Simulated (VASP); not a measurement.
# GePt (Pm-3m) in VASP: notebook

GePt is run at these levels: PBE; tasks: single point, relaxation of cell and atoms.

Program: VASP 6.6.1. These are calculated values, not measurements. Logs are shortened: lines on timing, memory, paths and dates and some standing lists are left out, and cuts for length are marked.

**1. The cell of the first run**

Symmetry: Pm-3m, No. 221, cubic system. The conventional cell has a = 3.195 Å, b = 3.195 Å, c = 3.195 Å, α = 90.00°, β = 90.00°, γ = 90.00°. Ge (site symmetry m-3m) has 8 Pt at 2.77 Å and 6 Ge at 3.20 Å within 3.6 Å. Pt (site symmetry m-3m) has 8 Ge at 2.77 Å and 6 Pt at 3.20 Å within 3.6 Å.

**2. Single point, PBE**

The input, INCAR:

```
SYSTEM = GePt
PREC = Accurate
ENCUT = 520
EDIFF = 1E-6
ISMEAR = 0
SIGMA = 0.1
LREAL = .FALSE.
LASPH = .TRUE.
NELM = 60
ALGO = Normal
ISIF = 2
LWAVE = .FALSE.
LCHARG = .TRUE.
GGA = PE
LELF = .TRUE.
LVHAR = .TRUE.
NBANDS = 19
```

The input, KPOINTS:

```
Automatic mesh
0
G
  6 6 6
  0 0 0
```

The input, POSCAR:

```
GePt
1.0
    3.1954997433      0.0000000000      0.0000000000
    0.0000000000      3.1954997433      0.0000000000
    0.0000000000      0.0000000000      3.1954997433
Ge Pt
1 1
Direct
    0.5000000000      0.5000000000      0.5000000000
    0.0000000000      0.0000000000      0.0000000000
```

Potentials or basis: VASP PAW PBE potentials, release 64 (Ge_d, Pt).

Started as:

```console
$ cat potpaw_PBE.64/Ge_d/POTCAR potpaw_PBE.64/Pt/POTCAR > POTCAR
$ mpirun -np 1 vasp_std > vasp.out
```

OUTCAR:

```text
SYSTEM = GePt
   PREC = Accurate
   ENCUT = 520
   EDIFF = 1E-6
   ISMEAR = 0
   LREAL = .FALSE.
   LASPH = .TRUE.
   NELM = 60
   ISIF = 2
   GGA = PE

 ion  position               nearest neighbor table
   1  0.500  0.500  0.500-   2 2.77   2 2.77   2 2.77   2 2.77   2 2.77   2 2.77   2 2.77   2 2.77

   2  0.000  0.000  0.000-   1 2.77   1 2.77   1 2.77   1 2.77   1 2.77   1 2.77   1 2.77   1 2.77

  LATTYP: Found a simple cubic cell.
 ALAT       =     3.1954997433

  Lattice vectors:

 A1 = (   3.1954997433,   0.0000000000,   0.0000000000)
 A2 = (   0.0000000000,   3.1954997433,   0.0000000000)
 A3 = (   0.0000000000,   0.0000000000,   3.1954997433)

Analysis of symmetry for initial positions (statically):
=====================================================================
 Subroutine PRICEL returns:
 Original cell was already a primitive cell.

 Routine SETGRP: Setting up the symmetry group for a
 simple cubic supercell.

 Subroutine GETGRP returns: Found 48 space group operations
 (whereof 48 operations were pure point group operations)
 out of a pool of 48 trial point group operations.

The static configuration has the point symmetry O_h .

Analysis of symmetry for dynamics (positions and initial velocities):
=====================================================================
 Subroutine PRICEL returns:
 Original cell was already a primitive cell.

 Routine SETGRP: Setting up the symmetry group for a
 simple cubic supercell.

 Subroutine GETGRP returns: Found 48 space group operations
 (whereof 48 operations were pure point group operations)
 out of a pool of 48 trial point group operations.

The dynamic configuration has the point symmetry O_h .

 Subroutine INISYM returns: Found 48 space group operations
 (whereof 48 operations are pure point group operations),
 and found     1 'primitive' translations

----------------------------------------------------------------------------------------

                                     Primitive cell

  volume of cell :      32.6299

  direct lattice vectors                    reciprocal lattice vectors
     3.195499743  0.000000000  0.000000000     0.312940097  0.000000000  0.000000000
     0.000000000  3.195499743  0.000000000     0.000000000  0.312940097  0.000000000
     0.000000000  0.000000000  3.195499743     0.000000000  0.000000000  0.312940097

  length of vectors
     3.195499743  3.195499743  3.195499743     0.312940097  0.312940097  0.312940097

  position of ions in fractional coordinates (direct lattice)
     0.500000000  0.500000000  0.500000000
     0.000000000  0.000000000  0.000000000

  ion indices of the primitive-cell ions
   primitive index   ion index
                 1           1
                 2           2

----------------------------------------------------------------------------------------

 KPOINTS: Automatic mesh

Automatic generation of k-mesh.
 Grid dimensions read from file:
 generate k-points for:    6    6    6

 Generating k-lattice:

  Cartesian coordinates                     Fractional coordinates (reciprocal lattice)
     0.052156683  0.000000000  0.000000000     0.166666667  0.000000000  0.000000000
     0.000000000  0.052156683  0.000000000     0.000000000  0.166666667  0.000000000
     0.000000000  0.000000000  0.052156683     0.000000000  0.000000000  0.166666667

  Length of vectors
     0.052156683  0.052156683  0.052156683

  Shift w.r.t. Gamma in fractional coordinates (k-lattice)
     0.000000000  0.000000000  0.000000000

 Subroutine IBZKPT returns following result:
 ===========================================

 Found     20 irreducible k-points:

 Following reciprocal coordinates:
            Coordinates               Weight
  0.000000  0.000000  0.000000      1.000000
  0.166667  0.000000  0.000000      6.000000
  0.333333  0.000000  0.000000      6.000000
  0.500000  0.000000  0.000000      3.000000
  0.166667  0.166667  0.000000     12.000000
  0.333333  0.166667  0.000000     24.000000
[... 12 lines left out ...]
  0.500000  0.500000  0.333333      6.000000
  0.500000  0.500000  0.500000      1.000000
   k-points           NKPTS =     20   k-points in BZ     NKDIM =     20   number of bands    NBANDS=     19
   number of dos      NEDOS =    301   number of ions     NIONS =      2
   total plane-waves  NPLWV =  13824
   dimension x,y,z NGX =    24 NGY =   24 NGZ =   24
   dimension x,y,z NGXF=    48 NGYF=   48 NGZF=   48
   ions per type =               1   1
   NGX,Y,Z   is equivalent  to a cutoff of  12.49, 12.49, 12.49 a.u.
   NGXF,Y,Z  is equivalent  to a cutoff of  24.97, 24.97, 24.97 a.u.
 SYSTEM =  GePt
   PREC   = accura    normal or accurate (medium, high low for compatibility)
   ISTART =      0    job   : 0-new  1-cont  2-samecut
   ICHARG =      2    charge: 1-file 2-atom 10-const
   ISPIN  =      1    spin polarized calculation?
   LNONCOLLINEAR =      F non collinear calculations
   LSORBIT =      F    spin-orbit coupling
   LASPH  =      T    aspherical Exc in radial PAW
   ENCUT  =  520.0 eV  38.22 Ry    6.18 a.u.   5.94  5.94  5.94*2*pi/ulx,y,z
   NELM   =     60;   NELMIN=  2; NELMDL= -5     # of ELM steps
   EDIFF  = 0.1E-05   stopping-criterion for ELM
   LREAL  =      F    real-space projection
   EDIFFG = 0.1E-04   stopping-criterion for IOM
   NSW    =      0    number of steps for IOM
   IBRION =     -1    ionic relax: 0-MD 1-quasi-New 2-CG
   NFREE  =      0    steps in history (QN), initial steepest desc. (CG)
   ISIF   =      2    stress and relaxation
   ISYM   =      2    0-nonsym 1-usesym 2-fastsym
   POTIM  = 0.5000    time-step for ionic-motion
   TEBEG  =    0.0;   TEEND  =   0.0 temperature during run
   PSTRESS=    0.0 pullay stress
   NELECT =      24.0000    total number of electrons
   NUPDOWN=      -1.0000    fix difference up-down
   EMIN   =  10.00;   EMAX   =-10.00  energy-range for DOS
   EFERMI =   0.00;   METHOD = LEGACY
   ISMEAR =     0;   SIGMA  =   0.10  broadening in eV -4-tet -1-fermi 0-gaus
   EFERMI_NEDOS =   21; number of points for ismear=-14 and -15
   IALGO  =     38    algorithm
   IMIX   =      4    mixing-type and parameters
     AMIX     =   0.40;   BMIX     =  1.00
     AMIX_MAG =   1.60;   BMIX_MAG =  1.00
  volume/ion in A,a.u.               =      16.31       110.10
  Fermi-wavevector in a.u.,A,eV,Ry     =   1.477769  2.792578 29.712407  2.183800
  Thomas-Fermi vector in A             =   2.592132
   LORBIT       =      0    0 simple, 1 ext, 2 COOP (PROOUT), +10 PAW based schemes
   GGA     = PE    functional components
   LHFCALC =     F    Hartree Fock is set to
   AEXX    =    0.0000 exact exchange contribution
   IVDW    =     0    specifies the selected vdW correction
   LEPSILON=     F    determine dielectric tensor
   LRPA    =     F    only Hartree local field effects (RPA)
 non-spin polarized calculation
 Gauss-broadening in eV      SIGMA  =   0.10
  energy-cutoff  :      520.00
  volume of cell :       32.63
 maximum number of plane-waves:       912
 NGX is ok and might be reduce to    24
   NGX = 11   NGY = 11   NGZ = 11

 number of electron      23.9999987 magnetization

 Free energy of the ion-electron system (eV)
  ---------------------------------------------------
  ext. energy  EPLUGINS =         0.00000000
  ---------------------------------------------------
  free energy    TOTEN  =       -10.80220823 eV

  energy without entropy =      -10.79572729  energy(sigma->0) =      -10.79896776

 E-fermi :   9.3984     XC(G=0): -12.5207

 val. band max:        9.3065259884   @ k =   0.5000   0.5000   0.0000
 cond. band min:       9.4387559395   @ k =   0.5000   0.3333   0.1667
 fundamental gap:      0.1322299512
 Fermi energy:         9.3983685975

 k-point     1 :       0.0000    0.0000    0.0000
  band No.  band energies     occupation
      1     -15.5513      2.00000
      2     -15.5513      2.00000
      3     -15.5032      2.00000
      4     -15.5032      2.00000
      5     -15.5032      2.00000
      6      -3.3217      2.00000
[... 11 lines left out ...]
     18      26.4341      0.00000
     19      26.4341      0.00000

 k-point     2 :       0.1667    0.0000    0.0000
  band No.  band energies     occupation
      1     -15.5502      2.00000
      2     -15.5384      2.00000
      3     -15.5065      2.00000
      4     -15.5065      2.00000
      5     -15.5025      2.00000
      6      -2.8817      2.00000
[... 11 lines left out ...]
     18      24.5495      0.00000
     19      24.5495      0.00000

 k-point     3 :       0.3333    0.0000    0.0000
  band No.  band energies     occupation
      1     -15.5480      2.00000
      2     -15.5131      2.00000
      3     -15.5131      2.00000
      4     -15.5126      2.00000
      5     -15.5009      2.00000
      6      -1.6293      2.00000
[... 11 lines left out ...]
     18      20.9614      0.00000
     19      20.9885      0.00000

 k-point     4 :       0.5000    0.0000    0.0000
  band No.  band energies     occupation
      1     -15.5469      2.00000
      2     -15.5164      2.00000
      3     -15.5164      2.00000
      4     -15.5002      2.00000
      5     -15.4997      2.00000
      6      -0.2735      2.00000
[... 11 lines left out ...]
     18      18.7132      0.00000
     19      18.9043      0.00000

 k-point     5 :       0.1667    0.1667    0.0000
  band No.  band energies     occupation
      1     -15.5435      2.00000
      2     -15.5313      2.00000
      3     -15.5107      2.00000
      4     -15.5073      2.00000
      5     -15.5050      2.00000
      6      -2.4614      2.00000
[... 11 lines left out ...]
     18      21.3429      0.00000
     19      23.8067      0.00000
[... 246 lines left out ...]
      2     -15.5261      2.00000
      3     -15.5261      2.00000
      4     -15.4900      2.00000
      5     -15.4900      2.00000
      6       0.6140      2.00000
[... 11 lines left out ...]
     18      21.3199      0.00000
     19      26.8823      0.00000

 k-point    18 :       0.5000    0.3333    0.3333
  band No.  band energies     occupation
      1     -15.5338      2.00000
      2     -15.5296      2.00000
      3     -15.5263      2.00000
      4     -15.4897      2.00000
      5     -15.4769      2.00000
      6       1.1882      2.00000
[... 11 lines left out ...]
     18      19.5332      0.00000
     19      27.5861      0.00000

 k-point    19 :       0.5000    0.5000    0.3333
  band No.  band energies     occupation
      1     -15.5360      2.00000
      2     -15.5302      2.00000
      3     -15.5302      2.00000
      4     -15.4831      2.00000
      5     -15.4700      2.00000
      6       1.7371      2.00000
[... 11 lines left out ...]
     18      16.6463      0.00000
     19      29.4905      0.00000

 k-point    20 :       0.5000    0.5000    0.5000
  band No.  band energies     occupation
      1     -15.5337      2.00000
      2     -15.5337      2.00000
      3     -15.5337      2.00000
      4     -15.4697      2.00000
      5     -15.4697      2.00000
      6       3.1927      2.00000
[... 11 lines left out ...]
     18      13.4726      0.00000
     19      34.8016      0.00000

------------------------ aborting loop because EDIFF is reached ----------------------------------------

  FORCE on cell =-STRESS in cart. coord.  units (eV):
  Direction    XX          YY          ZZ          XY          YZ          ZX
  --------------------------------------------------------------------------------------
  -------------------------------------------------------------------------------------
  Total       -0.0418626     -0.0418626     -0.0418626     -0.0000000     -0.0000000      0.0000000
  in kB       -2.0555154     -2.0555154     -2.0555154     -0.0000000     -0.0000000      0.0000000
  external PRESSURE =      -2.0555154 kB  Pullay stress =       0.0000000 kB

 VOLUME and BASIS-vectors are now :
 -----------------------------------------------------------------------------
  energy-cutoff  :      520.00
  volume of cell :       32.63
      direct lattice vectors                 reciprocal lattice vectors
     3.195499743  0.000000000  0.000000000     0.312940097  0.000000000  0.000000000
     0.000000000  3.195499743  0.000000000     0.000000000  0.312940097  0.000000000
     0.000000000  0.000000000  3.195499743     0.000000000  0.000000000  0.312940097

 POSITION                                       TOTAL-FORCE (eV/Angst)
 -----------------------------------------------------------------------------------
      1.59775      1.59775      1.59775         0.000000      0.000000      0.000000
      0.00000      0.00000      0.00000         0.000000      0.000000      0.000000
 -----------------------------------------------------------------------------------
    total drift:                                0.000000      0.000000     -0.000000

  FREE ENERGIE OF THE ION-ELECTRON SYSTEM (eV)
  ---------------------------------------------------
  free  energy   TOTEN  =       -10.8022082259 eV

  energy  without entropy=      -10.7957272909  energy(sigma->0) =      -10.79896776
```

Wall time 4.8 s (1 thread of AMD EPYC 9R45 (Zen 5), shared host); peak memory 0.11 GiB.

Results:

```yaml
Free_energy: -10.8022 eV
Pressure: -0.2 GPa
Band_gap_on_the_k_mesh: zero (band 12 reaches 11.90 eV, above the bottom of band 13 at 8.25 eV)
```

Caveat: spin-orbit coupling is left out, which moves the levels of the heavy elements.

**3. Single point, PBE**

This run uses another cell than the first one, of 17.79 Å³/atom, 1.090 times its volume.

Edit INCAR of step 2 so:

```diff
@@ -12,6 +12,4 @@
 LWAVE = .FALSE.
-LCHARG = .TRUE.
+LCHARG = .FALSE.
 GGA = PE
-LELF = .TRUE.
-LVHAR = .TRUE.
 NBANDS = 19
```

The input, KPOINTS:

```
regular mesh
0
G
  6 6 6
  0 0 0
```

The input, POSCAR:

```
GePt
1.0
    3.2890073200      0.0000000000      0.0000000000
    0.0000000000      3.2890073200      0.0000000000
    0.0000000000      0.0000000000      3.2890073200
Ge Pt
1 1
Direct
    0.5000000000      0.5000000000      0.5000000000
    0.0000000000      0.0000000000      0.0000000000
```

Potentials or basis: VASP PAW PBE potentials, release 64 (Ge_d, Pt).

Started as:

```console
$ cat potpaw_PBE.64/Ge_d/POTCAR potpaw_PBE.64/Pt/POTCAR > POTCAR
$ mpirun -np 1 vasp_std > vasp.out
```

Wall time 4.8 s (1 thread of AMD EPYC 9R45 (Zen 5), shared host); peak memory 0.11 GiB.

It converged, with:

* Free energy: -10.7026 eV
* Pressure: -9.5 GPa
* Band gap on the k mesh: zero (band 12 reaches 10.77 eV, above the bottom of band 13 at 7.03 eV)

Levels at points of the mesh, in eV from the Fermi level:
| k point | band 9 | band 10 | band 11 | band 12 | band 13 | band 14 | band 15 | band 16 |
| --- | --- | --- | --- | --- | --- | --- | --- | --- |
| (0.00, 0.00, 0.00) | -1.90 | -1.90 | -1.90 | 1.93 | 1.93 | 1.93 | 3.60 | 9.66 |
| (0.50, 0.00, 0.00) | -3.25 | -3.25 | -1.82 | -0.80 | 6.11 | 6.11 | 7.36 | 7.71 |
| (0.50, 0.50, 0.00) | -3.36 | -2.63 | -2.63 | -1.04 | -0.26 | 0.98 | 4.77 | 10.85 |
| (0.50, 0.50, 0.50) | -5.41 | -0.98 | -0.98 | 2.72 | 2.72 | 2.72 | 3.73 | 3.76 |

Caveat: spin-orbit coupling is left out, which moves the levels of the heavy elements.

(Continued in part 2 of 2.)
